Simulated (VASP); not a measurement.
# FeSi (P2_13) in VASP: a series of runs, part 2 of 2

VASP 6.6.1. The steps go on from the part before.

## Step 3: Relaxation of the atoms, PBE (10.67 Å³/atom)

This run uses another cell than the first one, of 10.67 Å³/atom.

Contents of INCAR:

```
SYSTEM = FeSi
PREC = Accurate
ENCUT = 520
EDIFF = 1E-6
ISMEAR = 0
SIGMA = 0.01
LREAL = .FALSE.
LASPH = .TRUE.
NELM = 60
ALGO = Normal
ISIF = 2
LWAVE = .FALSE.
LCHARG = .FALSE.
GGA = PE
IBRION = 2
NSW = 50
EDIFFG = -0.01
```

Contents of KPOINTS:

```
Automatic mesh
0
G
  8 8 8
  0 0 0
```

Contents of POSCAR:

```
FeSi
1.0
    4.4031015200      0.0000000000      0.0000000000
    0.0000000000      4.4031015200      0.0000000000
    0.0000000000      0.0000000000      4.4031015200
Fe Si
4 4
Direct
    0.1359940311      0.1359940311      0.1359940311
    0.3640059689      0.8640059689      0.6359940311
    0.6359940311      0.3640059689      0.8640059689
    0.8640059689      0.6359940311      0.3640059689
    0.8407200319      0.8407200319      0.8407200319
    0.6592799681      0.1592799681      0.3407200319
    0.3407200319      0.6592799681      0.1592799681
    0.1592799681      0.3407200319      0.6592799681
```

Potentials or basis: VASP PAW PBE potentials, release 64 (Fe, Si).

Run with:

```sh
> cat potpaw_PBE.64/Fe/POTCAR potpaw_PBE.64/Si/POTCAR > POTCAR
> mpirun -np 1 vasp_std > vasp.out
```

OUTCAR:

```text
SYSTEM = FeSi
   PREC = Accurate
   ENCUT = 520
   EDIFF = 1E-6
   ISMEAR = 0
   LREAL = .FALSE.
   LASPH = .TRUE.
   NELM = 60
   ISIF = 2
   GGA = PE
   IBRION = 2
   NSW = 50
   EDIFFG = -0.01

 ion  position               nearest neighbor table
   1  0.136  0.136  0.136-   5 2.25   8 2.29   7 2.29   6 2.29   8 2.48   7 2.48   6 2.48   2 2.70
                             2 2.70   4 2.70   3 2.70   4 2.70   3 2.70
   2  0.364  0.864  0.636-   6 2.25   7 2.29   5 2.29   8 2.29   7 2.48   8 2.48   5 2.48   1 2.70
                             1 2.70   3 2.70   4 2.70   4 2.70   3 2.70
   3  0.636  0.364  0.864-   7 2.25   6 2.29   5 2.29   8 2.29   6 2.48   8 2.48   5 2.48   4 2.70
                             4 2.70   1 2.70   2 2.70   2 2.70   1 2.70
   4  0.864  0.636  0.364-   8 2.25   5 2.29   7 2.29   6 2.29   5 2.48   6 2.48   7 2.48   3 2.70
                             3 2.70   1 2.70   1 2.70   2 2.70   2 2.70
   5  0.841  0.841  0.841-   1 2.25   4 2.29   3 2.29   2 2.29   4 2.48   3 2.48   2 2.48   6 2.73
[... 302 lines left out ...]

 val. band max:       10.1262439468   @ k =  -0.1250   0.3750   0.0000
 cond. band min:      10.2834708239   @ k =   0.3750   0.1250   0.1250
 fundamental gap:      0.1572268771
 Fermi energy:        10.2209558580

 k-point     1 :       0.0000    0.0000    0.0000
  band No.  band energies     occupation
      1      -3.3652      2.00000
      2       2.0934      2.00000
      3       2.0934      2.00000
      4       2.0934      2.00000
      5       4.9432      2.00000
      6       4.9432      2.00000
[... 757 lines left out ...]
     28      12.3740      0.00000
     29      12.6761      0.00000

 [... further k-points ...]

------------------------ aborting loop because EDIFF is reached ----------------------------------------

  FORCE on cell =-STRESS in cart. coord.  units (eV):
  Direction    XX          YY          ZZ          XY          YZ          ZX
  --------------------------------------------------------------------------------------
  -------------------------------------------------------------------------------------
  Total        3.8562511      3.8562511      3.8562511      0.0000000      0.0000000      0.0000000
  in kB       72.3768681     72.3768681     72.3768681      0.0000000      0.0000000      0.0000000
  external PRESSURE =      72.3768681 kB  Pullay stress =       0.0000000 kB
[... 23 lines left out ...]
  FREE ENERGIE OF THE ION-ELECTRON SYSTEM (eV)
  ---------------------------------------------------
  free  energy   TOTEN  =       -58.7238224904 eV

  energy  without entropy=      -58.7238224904  energy(sigma->0) =      -58.72382249

 reached required accuracy - stopping structural energy minimisation
```

CONTCAR:

```text
FeSi
   1.00000000000000
     4.4031015199999999    0.0000000000000000    0.0000000000000000
     0.0000000000000000    4.4031015199999999    0.0000000000000000
     0.0000000000000000    0.0000000000000000    4.4031015199999999
  Fe              Si
     4     4
Direct
     0.1376795361155012    0.1376795361155012    0.1376795361155012
     0.3623204638844988    0.8623204638844988    0.6376795361155012
     0.6376795361155012    0.3623204638844988    0.8623204638844988
     0.8623204638844988    0.6376795361155012    0.3623204638844988
     0.8413554197705397    0.8413554197705397    0.8413554197705397
     0.6586445802294603    0.1586445802294603    0.3413554197705397
     0.3413554197705397    0.6586445802294603    0.1586445802294603
     0.1586445802294603    0.3413554197705397    0.6586445802294603

  0.00000000E+00  0.00000000E+00  0.00000000E+00
  0.00000000E+00  0.00000000E+00  0.00000000E+00
  0.00000000E+00  0.00000000E+00  0.00000000E+00
  0.00000000E+00  0.00000000E+00  0.00000000E+00
  0.00000000E+00  0.00000000E+00  0.00000000E+00
  0.00000000E+00  0.00000000E+00  0.00000000E+00
  0.00000000E+00  0.00000000E+00  0.00000000E+00
  0.00000000E+00  0.00000000E+00  0.00000000E+00
```

It took 7.5 min on 1 thread of Oxide Virtual Turin-like, shared host; peak memory 0.23 GiB.

What came out:

```
Free energy               : -58.7238 eV
Energy gained by relaxing : 0.6 meV/atom
Ionic steps               : 3
Pressure after relaxing   : 7.2 GPa
Band gap on the k mesh    : 0.16 eV (least direct gap 0.17 eV)
```

The path:
| step | energy change (eV) | largest force (eV/Å) | pressure (GPa) |
| --- | --- | --- | --- |
| 1 | 0.0000 | 0.1661 | 7.72 |
| 2 | -0.0042 | 0.0626 | 7.37 |
| 3 | -0.0049 | 0.0007 | 7.24 |

Final structure:
```yaml
crystal:
  lattice:
    - [4.40310, 0.00000, 0.00000]
    - [0.00000, 4.40310, 0.00000]
    - [0.00000, 0.00000, 4.40310]
  atoms:
    - { symbol: Fe, position: [0.13768, 0.13768, 0.13768] }
    - { symbol: Fe, position: [0.36232, 0.86232, 0.63768] }
    - { symbol: Fe, position: [0.63768, 0.36232, 0.86232] }
    - { symbol: Fe, position: [0.86232, 0.63768, 0.36232] }
    - { symbol: Si, position: [0.84136, 0.84136, 0.84136] }
    - { symbol: Si, position: [0.65864, 0.15864, 0.34136] }
    - { symbol: Si, position: [0.34136, 0.65864, 0.15864] }
    - { symbol: Si, position: [0.15864, 0.34136, 0.65864] }
```

A k mesh can miss the band edges. Spin polarisation is off, so any magnetic state and its effect on volume and gap are missing.

## Step 4: Relaxation of the atoms, PBE (11.33 Å³/atom)

This run uses another cell than the first one, of 11.33 Å³/atom.

Contents of INCAR:

```
SYSTEM = FeSi
PREC = Accurate
ENCUT = 520
EDIFF = 1E-7
ISMEAR = 0
SIGMA = 0.01
LREAL = .False.
LASPH = .True.
NELM = 80
ALGO = Normal
ISIF = 2
LWAVE = .False.
LCHARG = .False.
GGA = PE
IBRION = 2
NSW = 50
EDIFFG = -0.01
```

Contents of KPOINTS:

```
regular mesh
0
Gamma
  8 8 8
  0 0 0
```

Changes to POSCAR since step 3:

```diff
@@ -2,5 +2,5 @@
 1.0
-    4.4031015200      0.0000000000      0.0000000000
-    0.0000000000      4.4031015200      0.0000000000
-    0.0000000000      0.0000000000      4.4031015200
+    4.4920770379      0.0000000000      0.0000000000
+    0.0000000000      4.4920770379      0.0000000000
+    0.0000000000      0.0000000000      4.4920770379
 Fe Si
```

Run with:

```sh
> cat potpaw_PBE.64/Fe/POTCAR potpaw_PBE.64/Si/POTCAR > POTCAR
> mpirun -np 1 vasp_std > vasp.out
```

Wall time 3.6 min (1 thread of Oxide Virtual Turin-like, shared host); peak memory 0.23 GiB.

Results (log left out):

```
Free energy                  : -58.7323 eV
Energy gained by relaxing    : 0.2 meV/atom
Ionic steps                  : 3
Pressure after relaxing      : -6.0 GPa
Largest force after relaxing : 0.009 eV/Å
Band gap on the k mesh       : 0.16 eV (least direct gap 0.17 eV)
```

Forces on the atoms (eV/Å):
```
Fe  -0.005 -0.005 -0.005
Fe   0.005  0.005 -0.005
Fe  -0.005  0.005  0.005
Fe   0.005 -0.005  0.005
Si   0.004  0.004  0.004
Si  -0.004 -0.004  0.004
Si   0.004 -0.004 -0.004
Si  -0.004  0.004 -0.004
```

The path:
```tsv
step	energy change (eV)	largest force (eV/Å)	pressure (GPa)
1	0.0000	0.0828	-6.26
2	-0.0014	0.0444	-6.11
3	-0.0019	0.0092	-5.98
```

Final structure:
```
Fe Si
1.0
     4.49208    0.00000    0.00000
     0.00000    4.49208    0.00000
     0.00000    0.00000    4.49208
Fe Si
4 4
Direct
  0.13501 0.13501 0.13501
  0.36499 0.86499 0.63501
  0.63501 0.36499 0.86499
  0.86499 0.63501 0.36499
  0.84009 0.84009 0.84009
  0.65991 0.15991 0.34009
  0.34009 0.65991 0.15991
  0.15991 0.34009 0.65991
```

Levels at points of the mesh, in eV from the valence-band top:
```csv
k point,band 20,band 21,band 22,band 23,band 24,band 25,band 26,band 27,band 28,band 29
"(0.00, 0.00, 0.00)",-0.27,-0.27,-0.27,-0.03,-0.03,0.63,0.63,0.63,2.90,2.90
"(0.50, 0.00, 0.00)",-1.18,-0.36,-0.36,-0.01,-0.01,0.20,0.20,1.67,1.67,2.11
"(0.50, 0.50, 0.00)",-1.20,-0.97,-0.97,-0.34,-0.34,0.62,0.62,1.25,1.25,2.58
"(0.50, 0.50, 0.50)",-0.70,-0.63,-0.63,-0.63,-0.63,0.48,0.48,0.48,0.48,5.45
```

A k mesh can miss the band edges. Spin polarisation is off, so any magnetic state and its effect on volume and gap are missing.

## Step 5: Summary

```csv
cell,gap on the mesh (eV),pressure (GPa)
"atoms relaxed from a = 4.262 Å, 8 atoms, atomic positions A",0.15,38.0
"atoms relaxed from a = 4.403 Å, 8 atoms, atomic positions B",0.16,7.2
"atoms relaxed from a = 4.492 Å, 8 atoms, atomic positions B",0.16,-6.0
```

Alike in all rows: task relaxation of the atoms; level PBE; potentials or basis VASP PAW PBE potentials, release 64 (Fe, Si); no spin polarisation; k mesh 8 × 8 × 8; cutoff (eV) 520; smearing gaussian 0.01 eV.

Total energies depend on the potentials used, so only differences within one code and one set of settings carry meaning.
